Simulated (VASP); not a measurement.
# Ta2AlF3 (P4/mmm) in VASP: a series of runs

The runs below take Ta2AlF3 through single point, relaxation of cell and atoms, with PBE.

Program: VASP 6.6.1. These are calculated values, not measurements. Logs are shortened: lines on timing, memory, paths and dates and some standing lists are left out, and cuts for length are marked.

### Step 1. The cell of the first run

The structure is tetragonal, space group P4/mmm (No. 123). Conventional cell: a = 4.010 Å, b = 4.010 Å, c = 6.200 Å, α = 90.00°, β = 90.00°, γ = 90.00°. Within 3.7 Å of Ta (site symmetry 4/mmm) lie 4 Al at 2.84 Å and 10 F at 3.10 to 3.34 Å. Ta (site symmetry 4/mmm) has 2 F at 1.33 Å within 1.8 Å. Al (site symmetry 4/mmm) has 2 F at 1.77 Å within 2.4 Å. Within 1.8 Å of F (site symmetry 4mm) lie 1 Ta at 1.33 Å and 1 Al at 1.77 Å. F (site symmetry 4/mmm) has 6 Ta at 2.84 to 3.10 Å and 8 F at 3.13 Å within 3.7 Å.

The cell was built from a structure type or drawn by symmetry, and may not be a known phase.

### Step 2. Single point, PBE, collinear spin

INCAR reads:

```
SYSTEM = Ta2AlF3
ALGO = Normal ; EDIFF = 1E-6
ENCUT = 520 ; GGA = PE
ISIF = 2 ; ISMEAR = 0
ISPIN = 2 ; LASPH = .TRUE.
LCHARG = .FALSE. ; LMAXMIX = 4
LORBIT = 11 ; LREAL = .FALSE.
LWAVE = .FALSE. ; MAGMOM = 1 1 0 0 0 0
NBANDS = 36 ; NELM = 150
PREC = Accurate ; SIGMA = 0.1
```

KPOINTS reads:

```
k-points
0
G
  4 4 4
  0 0 0
```

POSCAR reads:

```
Ta2AlF3
1.0
    4.0101967700      0.0000000000      0.0000000000
    0.0000000000      4.0101967700      0.0000000000
    0.0000000000      0.0000000000      6.1996373100
Ta Al F
2 1 3
Direct
    0.5000000000      0.5000000000      0.0000000000
    0.0000000000      0.0000000000      0.5000000000
    0.0000000000      0.0000000000      0.0000000000
    0.0000000000      0.0000000000      0.7138797700
    0.0000000000      0.0000000000      0.2861202300
    0.5000000000      0.5000000000      0.5000000000
```

Potentials or basis: VASP PAW PBE potentials, release 64 (Ta_pv, Al, F).

Launch:

```bash
$ cat potpaw_PBE.64/Ta_pv/POTCAR potpaw_PBE.64/Al/POTCAR potpaw_PBE.64/F/POTCAR > POTCAR
$ mpirun -np 1 vasp_std > vasp.out
```

OUTCAR:

```text
SYSTEM = Ta2AlF3
   EDIFF = 1E-6
   ENCUT = 520
   GGA = PE
   ISIF = 2
   ISMEAR = 0
   ISPIN = 2
   LASPH = .TRUE.
   LORBIT = 11
   LREAL = .FALSE.
   NELM = 150
   PREC = Accurate

 ion  position               nearest neighbor table
   1  0.500  0.500  0.000-   3 2.84   3 2.84   3 2.84   3 2.84
   2  0.000  0.000  0.500-   4 1.33   5 1.33   3 3.10   3 3.10
   3  0.000  0.000  0.000-   4 1.77   5 1.77   1 2.84   1 2.84   1 2.84   1 2.84   2 3.10   2 3.10

   4  0.000  0.000  0.714-   2 1.33   3 1.77
   5  0.000  0.000  0.286-   2 1.33   3 1.77
   6  0.500  0.500  0.500-

 -----------------------------------------------------------------------------
|                                                                             |
|           W    W    AA    RRRRR   N    N  II  N    N   GGGG   !!!           |
|           W    W   A  A   R    R  NN   N  II  NN   N  G    G  !!!           |
|           W    W  A    A  R    R  N N  N  II  N N  N  G       !!!           |
|           W WW W  AAAAAA  RRRRR   N  N N  II  N  N N  G  GGG   !            |
|           WW  WW  A    A  R   R   N   NN  II  N   NN  G    G                |
|           W    W  A    A  R    R  N    N  II  N    N   GGGG   !!!           |
|                                                                             |
|     The distance between some ions is very small. Please check the          |
|     nearest-neighbor list in the OUTCAR file.                               |
|     I HOPE YOU KNOW WHAT YOU ARE DOING!                                     |
|                                                                             |
 -----------------------------------------------------------------------------

  LATTYP: Found a simple tetragonal cell.
 ALAT       =     4.0101967700
 C/A-ratio  =     1.5459683566

  Lattice vectors:

 A1 = (   4.0101967700,   0.0000000000,   0.0000000000)
 A2 = (   0.0000000000,   4.0101967700,   0.0000000000)
 A3 = (   0.0000000000,   0.0000000000,   6.1996373100)

Analysis of symmetry for initial positions (statically):
=====================================================================
 Subroutine PRICEL returns:
 Original cell was already a primitive cell.

 Routine SETGRP: Setting up the symmetry group for a
 simple tetragonal supercell.

 Subroutine GETGRP returns: Found 16 space group operations
 (whereof 16 operations were pure point group operations)
 out of a pool of 16 trial point group operations.

The static configuration has the point symmetry D_4h.

Analysis of symmetry for dynamics (positions and initial velocities):
=====================================================================
 Subroutine PRICEL returns:
 Original cell was already a primitive cell.

 Routine SETGRP: Setting up the symmetry group for a
 simple tetragonal supercell.

 Subroutine GETGRP returns: Found 16 space group operations
 (whereof 16 operations were pure point group operations)
 out of a pool of 16 trial point group operations.

The dynamic configuration has the point symmetry D_4h.

Analysis of structural, dynamic, and magnetic symmetry:
=====================================================================
 Subroutine PRICEL returns:
 Original cell was already a primitive cell.

 Routine SETGRP: Setting up the symmetry group for a
 simple tetragonal supercell.

 Subroutine GETGRP returns: Found 16 space group operations
 (whereof 16 operations were pure point group operations)
 out of a pool of 16 trial point group operations.

The overall configuration has the point symmetry D_4h.

 Subroutine INISYM returns: Found 16 space group operations
 (whereof 16 operations are pure point group operations),
 and found     1 'primitive' translations

----------------------------------------------------------------------------------------

                                     Primitive cell

  volume of cell :      99.7006

  direct lattice vectors                    reciprocal lattice vectors
     4.010196770  0.000000000  0.000000000     0.249364322  0.000000000  0.000000000
[... 48 lines left out ...]
  free energy    TOTEN  =        -0.90329214 eV

  energy without entropy =       -0.88616058  energy(sigma->0) =       -0.89472636

 E-fermi :   4.2007     XC(G=0): -10.0399

 val. band max:        4.1976700008   @ k =   0.5000   0.2500   0.0000
 cond. band min:       4.2074162995   @ k =   0.5000   0.0000   0.2500
 fundamental gap:      0.0097462987
 Fermi energy:         4.2006973442

 spin component 1

 k-point     1 :       0.0000    0.0000    0.0000
  band No.  band energies     occupation
      1     -41.7099      1.00000
      2     -31.6228      1.00000
      3     -31.6228      1.00000
      4     -31.4709      1.00000
      5     -30.6604      1.00000
      6     -30.6604      1.00000
[... 27 lines left out ...]
     34      12.3571      0.00000
     35      14.0498      0.00000
[... 614 lines left out ...]
      4     -31.4678      1.00000
      5     -30.6798      1.00000
      6     -30.6798      1.00000
[... 27 lines left out ...]
     34       9.4193      0.00000
     35      10.7592      0.00000
 Fermi energy:         4.2006973442

 spin component 2

 k-point     1 :       0.0000    0.0000    0.0000
  band No.  band energies     occupation
      1     -41.7425      1.00000
      2     -31.8029      1.00000
      3     -31.8029      1.00000
      4     -30.5912      1.00000
      5     -30.1191      1.00000
      6     -30.1191      1.00000
[... 27 lines left out ...]
     34      12.6276      0.00000
     35      14.2177      0.00000
[... 614 lines left out ...]
      4     -30.5882      1.00000
      5     -30.1390      1.00000
      6     -30.1390      1.00000
[... 27 lines left out ...]
     34      10.3920      0.00000
     35      11.1217      0.00000
 [bands above 35 left out]

------------------------ aborting loop because EDIFF is reached ----------------------------------------

  FORCE on cell =-STRESS in cart. coord.  units (eV):
  Direction    XX          YY          ZZ          XY          YZ          ZX
  --------------------------------------------------------------------------------------
  -------------------------------------------------------------------------------------
  Total       -5.9456459     -5.9456459    280.6301847      0.0000000      0.0000000      0.0000000
  in kB      -95.5458827    -95.5458827   4509.6965049      0.0000000      0.0000000      0.0000000
  external PRESSURE =    1439.5349132 kB  Pullay stress =       0.0000000 kB

 VOLUME and BASIS-vectors are now :
 -----------------------------------------------------------------------------
  energy-cutoff  :      520.00
  volume of cell :       99.70
      direct lattice vectors                 reciprocal lattice vectors
     4.010196770  0.000000000  0.000000000     0.249364322  0.000000000  0.000000000
     0.000000000  4.010196770  0.000000000     0.000000000  0.249364322  0.000000000
     0.000000000  0.000000000  6.199637310     0.000000000  0.000000000  0.161299758

 POSITION                                       TOTAL-FORCE (eV/Angst)
 -----------------------------------------------------------------------------------
      2.00510      2.00510      0.00000         0.000000     -0.000000      0.000000
      0.00000      0.00000      3.09982         0.000000     -0.000000      0.000000
      0.00000      0.00000      0.00000         0.000000     -0.000000      0.000000
      0.00000      0.00000      4.42580         0.000000      0.000000     95.881806
      0.00000      0.00000      1.77384        -0.000000     -0.000000    -95.881806
      2.00510      2.00510      3.09982         0.000000     -0.000000      0.000000
 -----------------------------------------------------------------------------------
    total drift:                                0.000000      0.000000      0.000000

  FREE ENERGIE OF THE ION-ELECTRON SYSTEM (eV)
  ---------------------------------------------------
  free  energy   TOTEN  =        -0.9032921438 eV

  energy  without entropy=       -0.8861605822  energy(sigma->0) =       -0.89472636

 total charge

# of ion       s       p       d       tot
------------------------------------------
    1        0.316   6.052   2.213   8.581
    2        0.550   6.978   3.428  10.955
    3        0.435   0.420   0.000   0.854
    4        1.871   4.667   0.000   6.538
    5        1.871   4.667   0.000   6.538
    6        1.763   4.221   0.000   5.984
--------------------------------------------------
tot          6.805  27.004   5.640  39.449

 magnetization (x)

# of ion       s       p       d       tot
------------------------------------------
    1        0.033   0.006   0.968   1.007
    2       -0.038   0.002  -0.211  -0.247
    3       -0.012  -0.005   0.000  -0.017
    4        0.001   0.012   0.000   0.014
    5        0.001   0.012   0.000   0.014
    6        0.003  -0.022   0.000  -0.019
--------------------------------------------------
tot         -0.010   0.005   0.757   0.751
```

Wall time 67 s (1 thread of Intel Xeon 6975P-C (Granite Rapids), shared host); peak memory 0.28 GiB.

What came out:

```yaml
Free_energy: -0.9033 eV
Pressure: 144.0 GPa
Largest_force: 95.882 eV/Å
Net_moment: 1.26 μB per cell
Site_moments: Ta +1.01, -0.25; Al -0.02; F +0.01, -0.02 (each value once) μB
Valence_electrons_inside_the_program's_atomic_spheres: Ta 8.58, 10.96; Al 0.85; F 6.54, 5.98 (each value once)
```

Forces in eV/Å, atoms in the order of the input:
```
Ta    0.000   0.000   0.000
Ta    0.000   0.000   0.000
Al    0.000   0.000   0.000
F     0.000   0.000  95.882
F     0.000   0.000 -95.882
F     0.000   0.000   0.000
```

Stress tensor (GPa, compression positive):
```
 -9.55   0.00   0.00
  0.00  -9.55   0.00
  0.00   0.00 450.97
```

Levels at points of the mesh, in eV from the Fermi level:
Spin up:
| k point | band 21 | band 22 | band 23 | band 24 | band 25 | band 26 | band 27 | band 28 |
| --- | --- | --- | --- | --- | --- | --- | --- | --- |
| (0.00, 0.00, 0.00) | -1.61 | -0.52 | 0.22 | 0.22 | 0.22 | 0.49 | 0.77 | 1.52 |
| (0.50, 0.00, 0.00) | -0.89 | -0.84 | -0.31 | -0.23 | 0.30 | 1.13 | 1.59 | 1.71 |
| (0.50, 0.50, 0.00) | -0.70 | -0.70 | -0.47 | -0.47 | 0.78 | 0.97 | 1.25 | 1.26 |
| (0.00, 0.00, 0.50) | -1.14 | -1.11 | 0.22 | 0.32 | 0.32 | 0.44 | 0.52 | 2.39 |
| (0.50, 0.00, 0.50) | -1.05 | -1.04 | 0.22 | 0.26 | 0.47 | 1.33 | 1.49 | 1.70 |
| (0.50, 0.50, 0.50) | -0.75 | -0.54 | -0.54 | -0.24 | 0.06 | 1.00 | 1.25 | 1.31 |
Spin down:
```csv
k point,band 19,band 20,band 21,band 22,band 23,band 24,band 25,band 26
"(0.00, 0.00, 0.00)",-4.51,-2.62,-1.80,-0.44,0.33,1.15,1.44,1.54
"(0.50, 0.00, 0.00)",-3.08,-2.17,-0.60,-0.46,0.25,0.65,1.05,1.24
"(0.50, 0.50, 0.00)",-2.63,-0.72,-0.26,-0.26,0.49,0.49,0.73,0.99
"(0.00, 0.00, 0.50)",-3.10,-2.66,-1.62,-0.73,0.42,1.03,1.20,1.64
"(0.50, 0.00, 0.50)",-3.13,-1.19,-0.81,-0.64,0.59,0.92,1.56,1.61
"(0.50, 0.50, 0.50)",-1.60,-0.54,-0.54,-0.28,0.61,0.61,0.73,1.00
```

Caveat: the k points lie up to 0.39 Å⁻¹ apart; atoms lie so close that the PAW spheres overlap strongly, which falsifies energies and pressures; spin-orbit coupling is left out, which moves the levels of the heavy elements; forces of over 1 eV/Å act on the atoms, so gaps and moduli don't describe the material at rest.

(Part 1 of 2 ends here.)
